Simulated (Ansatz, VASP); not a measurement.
## Two plane-wave programs on Sn

```xyz
8
Lattice="5.9965 0.0000 0.0000 0.0000 5.9965 0.0000 0.0000 0.0000 5.9965" Properties=species:S:1:pos:R:3 pbc="T T T"
Sn    2.9982    2.9982    2.9982
Sn    0.0000    0.0000    0.0000
Sn    1.4991    0.0000    2.9982
Sn    2.9982    1.4991    0.0000
Sn    2.9982    4.4974    0.0000
Sn    4.4974    0.0000    2.9982
Sn    0.0000    2.9982    4.4974
Sn    0.0000    2.9982    1.4991
```

Alike in both runs: functional PBEsol; k mesh 6 × 6 × 6; occupations gaussian, width 0.1 eV; no spin polarisation.

Ansatz relaxed the structure, and its values are those at the end. VASP's run is a single point on that final structure, the one shown.

```csv
,VASP,Ansatz
version,VASP 6.6.1,Ansatz 0.2.0
potentials or method,"VASP PAW PBE potentials, release 64 (Sn_d), cutoff 520 eV","scalar-relativistic, plane waves, PAW"
valence electrons in the cell,112,112
```

Ansatz gave:

| Quantity | Value |
| --- | --- |
| gap on the k mesh at the Fermi level (eV) | none |
| pressure (GPa) | 0.0 |

Question: What did VASP give for the same quantities?

Answer: gap on the k mesh at the Fermi level (eV): none; pressure (GPa): -0.1.

VASP's potentials were made for PBE, not for PBEsol. A gap of «none» marks a metal or a gap that the smearing closes.
